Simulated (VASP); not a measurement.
# KF (Fm-3m) in VASP: further runs

KF is run at these levels: r2SCAN; tasks: single point, relaxation of cell and atoms.

Everything below comes from runs of VASP 6.6.1. Logs are shortened: lines on timing, memory, paths and dates and some standing lists are left out, and cuts for length are marked.

## 1. The cell of the first run

The structure is cubic, space group Fm-3m (No. 225). The conventional cell has a = 5.422 Å, b = 5.422 Å, c = 5.422 Å, α = 90.00°, β = 90.00°, γ = 90.00°. Within 3.6 Å of K (site symmetry m-3m) lie 6 F at 2.71 Å. Within 3.6 Å of F (site symmetry m-3m) lie 6 K at 2.71 Å.

## 2. Single point, r2SCAN (volume scaled by 1.06)

The input, POSCAR:

```
KF
1.0
    0.0000000000      2.7109365658      2.7109365658
    2.7109365658      0.0000000000      2.7109365658
    2.7109365658      2.7109365658      0.0000000000
K F
1 1
Direct
    0.0000000000      0.0000000000      0.0000000000
    0.5000000000      0.5000000000      0.5000000000
```

The input, INCAR.step1:

```
SYSTEM = KF
  PREC = Accurate
  ENCUT = 520
  ISMEAR = 0
  SIGMA = 0.02
  LREAL = .False.
  LASPH = .True.
  NELM = 80
  NBANDS = 15
  GGA = PE
  ALGO = Normal
  EDIFF = 1E-4
  LWAVE = .True.
  LCHARG = .False.
```

The input, INCAR.step2:

```
SYSTEM = KF
  PREC = Accurate
  ENCUT = 520
  EDIFF = 1E-6
  ISMEAR = 0
  SIGMA = 0.02
  LREAL = .False.
  LASPH = .True.
  NELM = 80
  ALGO = Normal
  ISIF = 2
  LWAVE = .False.
  LCHARG = .True.
  METAGGA = R2SCAN
  LMIXTAU = .True.
  LELF = .True.
  LVHAR = .True.
  NBANDS = 15
  ISTART = 1
```

The input, KPOINTS:

```
Automatic mesh
0
Gamma
  8 8 8
  0 0 0
```

Potentials or basis: VASP PAW PBE potentials, release 64 (K_sv, F).

Command:

```bash
> cat potpaw_PBE.64/K_sv/POTCAR potpaw_PBE.64/F/POTCAR > POTCAR
> cp INCAR.step1 INCAR
> mpirun -np 1 vasp_std > vasp.out
> cp INCAR.step2 INCAR
> mpirun -np 1 vasp_std > vasp.out
```

OUTCAR:

```text
SYSTEM = KF
   PREC = Accurate
   ENCUT = 520
   EDIFF = 1E-6
   ISMEAR = 0
   LREAL = .False.
   LASPH = .True.
   NELM = 80
   ISIF = 2
   METAGGA = R2SCAN
   ISTART = 1

 ion  position               nearest neighbor table
   1  0.000  0.000  0.000-   2 2.71   2 2.71   2 2.71   2 2.71   2 2.71   2 2.71
   2  0.500  0.500  0.500-   1 2.71   1 2.71   1 2.71   1 2.71   1 2.71   1 2.71

  LATTYP: Found a face centered cubic cell.
 ALAT       =     5.4218731316

  Lattice vectors:

 A1 = (   0.0000000000,   2.7109365658,   2.7109365658)
 A2 = (   2.7109365658,   0.0000000000,   2.7109365658)
 A3 = (   2.7109365658,   2.7109365658,   0.0000000000)

Analysis of symmetry for initial positions (statically):
=====================================================================
 Subroutine PRICEL returns:
 Original cell was already a primitive cell.

 Routine SETGRP: Setting up the symmetry group for a
 face centered cubic supercell.

 Subroutine GETGRP returns: Found 48 space group operations
 (whereof 48 operations were pure point group operations)
 out of a pool of 48 trial point group operations.

The static configuration has the point symmetry O_h .

Analysis of symmetry for dynamics (positions and initial velocities):
=====================================================================
 Subroutine PRICEL returns:
 Original cell was already a primitive cell.

 Routine SETGRP: Setting up the symmetry group for a
 face centered cubic supercell.

 Subroutine GETGRP returns: Found 48 space group operations
 (whereof 48 operations were pure point group operations)
 out of a pool of 48 trial point group operations.

The dynamic configuration has the point symmetry O_h .

 Subroutine INISYM returns: Found 48 space group operations
 (whereof 48 operations are pure point group operations),
 and found     1 'primitive' translations

----------------------------------------------------------------------------------------

                                     Primitive cell

  volume of cell :      39.8463

  direct lattice vectors                    reciprocal lattice vectors
     0.000000000  2.710936566  2.710936566    -0.184438104  0.184438104  0.184438104
     2.710936566  0.000000000  2.710936566     0.184438104 -0.184438104  0.184438104
     2.710936566  2.710936566  0.000000000     0.184438104  0.184438104 -0.184438104

  length of vectors
     3.833843258  3.833843258  3.833843258     0.319456167  0.319456167  0.319456167

  position of ions in fractional coordinates (direct lattice)
     0.000000000  0.000000000  0.000000000
     0.500000000  0.500000000  0.500000000

  ion indices of the primitive-cell ions
   primitive index   ion index
                 1           1
                 2           2

----------------------------------------------------------------------------------------

 KPOINTS: Automatic mesh

Automatic generation of k-mesh.
 Grid dimensions read from file:
 generate k-points for:    8    8    8

 Generating k-lattice:

  Cartesian coordinates                     Fractional coordinates (reciprocal lattice)
    -0.023054763  0.023054763  0.023054763     0.125000000  0.000000000  0.000000000
     0.023054763 -0.023054763  0.023054763     0.000000000  0.125000000  0.000000000
     0.023054763  0.023054763 -0.023054763     0.000000000  0.000000000  0.125000000

  Length of vectors
     0.039932021  0.039932021  0.039932021

  Shift w.r.t. Gamma in fractional coordinates (k-lattice)
     0.000000000  0.000000000  0.000000000

 Subroutine IBZKPT returns following result:
 ===========================================

 Found     29 irreducible k-points:

 Following reciprocal coordinates:
            Coordinates               Weight
  0.000000  0.000000  0.000000      1.000000
  0.125000  0.000000  0.000000      8.000000
  0.250000  0.000000  0.000000      8.000000
  0.375000  0.000000  0.000000      8.000000
  0.500000  0.000000  0.000000      4.000000
  0.125000  0.125000  0.000000      6.000000
[... 16 lines left out ...]
  0.500000  0.250000  0.125000     48.000000
 -0.375000  0.250000  0.125000     24.000000
 [... further k-points ...]
   k-points           NKPTS =     29   k-points in BZ     NKDIM =     29   number of bands    NBANDS=     15
   number of dos      NEDOS =    301   number of ions     NIONS =      2
   total plane-waves  NPLWV =  27000
   dimension x,y,z NGX =    30 NGY =   30 NGZ =   30
   dimension x,y,z NGXF=    60 NGYF=   60 NGZF=   60
   ions per type =               1   1
   NGX,Y,Z   is equivalent  to a cutoff of  13.01, 13.01, 13.01 a.u.
   NGXF,Y,Z  is equivalent  to a cutoff of  26.02, 26.02, 26.02 a.u.
 SYSTEM =  KF
   PREC   = accura    normal or accurate (medium, high low for compatibility)
   ISTART =      1    job   : 0-new  1-cont  2-samecut
   ICHARG =      0    charge: 1-file 2-atom 10-const
   ISPIN  =      1    spin polarized calculation?
   LNONCOLLINEAR =      F non collinear calculations
   LSORBIT =      F    spin-orbit coupling
   LASPH  =      T    aspherical Exc in radial PAW
   ENCUT  =  520.0 eV  38.22 Ry    6.18 a.u.   7.13  7.13  7.13*2*pi/ulx,y,z
   NELM   =     80;   NELMIN=  2; NELMDL=  0     # of ELM steps
   EDIFF  = 0.1E-05   stopping-criterion for ELM
   LREAL  =      F    real-space projection
   EDIFFG = 0.1E-04   stopping-criterion for IOM
   NSW    =      0    number of steps for IOM
   IBRION =     -1    ionic relax: 0-MD 1-quasi-New 2-CG
   NFREE  =      0    steps in history (QN), initial steepest desc. (CG)
   ISIF   =      2    stress and relaxation
   ISYM   =      2    0-nonsym 1-usesym 2-fastsym
   POTIM  = 0.5000    time-step for ionic-motion
   TEBEG  =    0.0;   TEEND  =   0.0 temperature during run
   PSTRESS=    0.0 pullay stress
   NELECT =      16.0000    total number of electrons
   NUPDOWN=      -1.0000    fix difference up-down
   EMIN   =  10.00;   EMAX   =-10.00  energy-range for DOS
   EFERMI =   0.00;   METHOD = LEGACY
   ISMEAR =     0;   SIGMA  =   0.02  broadening in eV -4-tet -1-fermi 0-gaus
   EFERMI_NEDOS =   21; number of points for ismear=-14 and -15
   IALGO  =     38    algorithm
   IMIX   =      4    mixing-type and parameters
     AMIX     =   0.40;   BMIX     =  1.00
     AMIX_MAG =   1.60;   BMIX_MAG =  1.00
  volume/ion in A,a.u.               =      19.92       134.45
  Fermi-wavevector in a.u.,A,eV,Ry     =   1.207773  2.282361 19.847045  1.458717
  Thomas-Fermi vector in A             =   2.343401
   LORBIT       =      0    0 simple, 1 ext, 2 COOP (PROOUT), +10 PAW based schemes
   METAGGA = R2SCAN    functional components
   LHFCALC =     F    Hartree Fock is set to
   AEXX    =    0.0000 exact exchange contribution
   IVDW    =     0    specifies the selected vdW correction
   LEPSILON=     F    determine dielectric tensor
   LRPA    =     F    only Hartree local field effects (RPA)
 non-spin polarized calculation
 Gauss-broadening in eV      SIGMA  =   0.02
  energy-cutoff  :      520.00
  volume of cell :       39.85
 maximum number of plane-waves:      1090
 NGX is ok and might be reduce to    30
   NGX = 15   NGY = 15   NGZ = 15

 number of electron      15.9999992 magnetization

 Free energy of the ion-electron system (eV)
  ---------------------------------------------------
  ext. energy  EPLUGINS =         0.00000000
  ---------------------------------------------------
  free energy    TOTEN  =       -14.96223255 eV

  energy without entropy =      -14.96223255  energy(sigma->0) =      -14.96223255

 E-fermi :  -3.3597     XC(G=0):  -8.6812

 val. band max:       -3.4558581406   @ k =   0.0000   0.0000   0.0000
 cond. band min:       3.1470223350   @ k =   0.0000   0.0000   0.0000
 fundamental gap:      6.6028804756
 Fermi energy:        -3.3597470537

 k-point     1 :       0.0000    0.0000    0.0000
  band No.  band energies     occupation
      1     -30.7069      2.00000
      2     -23.2239      2.00000
      3     -13.2216      2.00000
      4     -13.2216      2.00000
      5     -13.2216      2.00000
      6      -3.4559      2.00000
      7      -3.4559      2.00000
      8      -3.4559      2.00000
      9       3.1470      0.00000
     10       7.8756      0.00000
     11       7.8756      0.00000
     12       7.8756      0.00000
     13       9.6765      0.00000
     14       9.6765      0.00000
     15      13.4345      0.00000

 k-point     2 :       0.1250    0.0000    0.0000
  band No.  band energies     occupation
      1     -30.6958      2.00000
      2     -23.2333      2.00000
      3     -13.2585      2.00000
      4     -13.2265      2.00000
      5     -13.2265      2.00000
      6      -3.5801      2.00000
      7      -3.5014      2.00000
      8      -3.5014      2.00000
      9       3.5630      0.00000
     10       7.5760      0.00000
     11       8.0825      0.00000
     12       8.0825      0.00000
     13       9.8094      0.00000
     14       9.8094      0.00000
     15      14.2250      0.00000

 k-point     3 :       0.2500    0.0000    0.0000
  band No.  band energies     occupation
      1     -30.6688      2.00000
      2     -23.2567      2.00000
      3     -13.3469      2.00000
      4     -13.2381      2.00000
      5     -13.2381      2.00000
      6      -3.8474      2.00000
      7      -3.6094      2.00000
      8      -3.6094      2.00000
      9       4.6115      0.00000
     10       7.1522      0.00000
     11       8.5967      0.00000
     12       8.5967      0.00000
     13      10.2280      0.00000
     14      10.2280      0.00000
     15      15.4130      0.00000

 k-point     4 :       0.3750    0.0000    0.0000
  band No.  band energies     occupation
      1     -30.6415      2.00000
      2     -23.2800      2.00000
      3     -13.4344      2.00000
      4     -13.2496      2.00000
      5     -13.2496      2.00000
      6      -4.0818      2.00000
      7      -3.7146      2.00000
      8      -3.7146      2.00000
      9       5.6965      0.00000
     10       7.1491      0.00000
     11       9.0849      0.00000
     12       9.0849      0.00000
     13      10.9784      0.00000
     14      10.9784      0.00000
     15      14.2447      0.00000
[... 307 lines left out ...]
 k-point    22 :       0.3750    0.2500    0.1250
  band No.  band energies     occupation
      1     -30.6502      2.00000
      2     -23.2589      2.00000
      3     -13.3812      2.00000
      4     -13.3467      2.00000
      5     -13.2649      2.00000
      6      -3.9340      2.00000
      7      -3.6428      2.00000
      8      -3.5322      2.00000
      9       5.3103      0.00000
     10       6.5144      0.00000
     11       9.0756      0.00000
     12       9.2323      0.00000
     13      10.2144      0.00000
     14      10.6899      0.00000
     15      15.4584      0.00000

 k-point    23 :       0.5000    0.2500    0.1250
  band No.  band energies     occupation
      1     -30.6294      2.00000
      2     -23.2683      2.00000
      3     -13.4646      2.00000
      4     -13.3924      2.00000
      5     -13.2791      2.00000
      6      -3.9683      2.00000
      7      -3.7185      2.00000
      8      -3.6068      2.00000
      9       6.1787      0.00000
     10       6.6434      0.00000
     11       8.9511      0.00000
     12       9.7527      0.00000
     13      10.7298      0.00000
     14      11.6643      0.00000
     15      13.3848      0.00000

 k-point    24 :      -0.3750    0.2500    0.1250
  band No.  band energies     occupation
      1     -30.6207      2.00000
      2     -23.2722      2.00000
      3     -13.5027      2.00000
      4     -13.4060      2.00000
      5     -13.2865      2.00000
      6      -3.9742      2.00000
      7      -3.7053      2.00000
      8      -3.6906      2.00000
      9       6.3739      0.00000
     10       7.0361      0.00000
     11       8.8830      0.00000
     12       9.9125      0.00000
     13      11.2001      0.00000
     14      12.1533      0.00000
     15      12.4735      0.00000

 [... further k-points ...]
[... 5 lines left out ...]
  --------------------------------------------------------------------------------------
  -------------------------------------------------------------------------------------
  Total       -0.4533713     -0.4533713     -0.4533713      0.0000000      0.0000000     -0.0000000
  in kB      -18.2295734    -18.2295734    -18.2295734      0.0000000      0.0000000     -0.0000000
  external PRESSURE =     -18.2295734 kB  Pullay stress =       0.0000000 kB

 VOLUME and BASIS-vectors are now :
 -----------------------------------------------------------------------------
  energy-cutoff  :      520.00
  volume of cell :       39.85
      direct lattice vectors                 reciprocal lattice vectors
     0.000000000  2.710936566  2.710936566    -0.184438104  0.184438104  0.184438104
     2.710936566  0.000000000  2.710936566     0.184438104 -0.184438104  0.184438104
     2.710936566  2.710936566  0.000000000     0.184438104  0.184438104 -0.184438104

 POSITION                                       TOTAL-FORCE (eV/Angst)
 -----------------------------------------------------------------------------------
      0.00000      0.00000      0.00000        -0.000000      0.000000      0.000000
      2.71094      2.71094      2.71094         0.000000     -0.000000     -0.000000
 -----------------------------------------------------------------------------------
    total drift:                                0.000000      0.000000      0.000000

  FREE ENERGIE OF THE ION-ELECTRON SYSTEM (eV)
  ---------------------------------------------------
  free  energy   TOTEN  =       -14.9622325459 eV

  energy  without entropy=      -14.9622325459  energy(sigma->0) =      -14.96223255
```

Wall time 55 s (1 thread of AMD EPYC 9R14 (Zen 4), shared host); peak memory 0.15 GiB.

What came out:

```
Free energy            : -14.9622 eV
Pressure               : -1.8 GPa
Band gap on the k mesh : 6.60 eV, direct
```

Levels at points of the mesh, in eV from the valence-band top:
| k point | band 4 | band 5 | band 6 | band 7 | band 8 | band 9 | band 10 | band 11 | band 12 | band 13 |
| --- | --- | --- | --- | --- | --- | --- | --- | --- | --- | --- |
| (0.00, 0.00, 0.00) | -9.77 | -9.77 | 0.00 | 0.00 | 0.00 | 6.60 | 11.33 | 11.33 | 11.33 | 13.13 |
| (0.50, 0.00, 0.00) | -9.80 | -9.80 | -0.72 | -0.30 | -0.30 | 9.50 | 10.92 | 12.72 | 12.72 | 15.00 |
| (0.50, 0.50, 0.00) | -9.95 | -9.95 | -0.22 | -0.06 | -0.06 | 8.72 | 10.98 | 12.07 | 14.39 | 14.86 |

Caveat: the PAW data sets were made with another functional, which shifts forces and pressure a little.

[end of part 1 of 2]
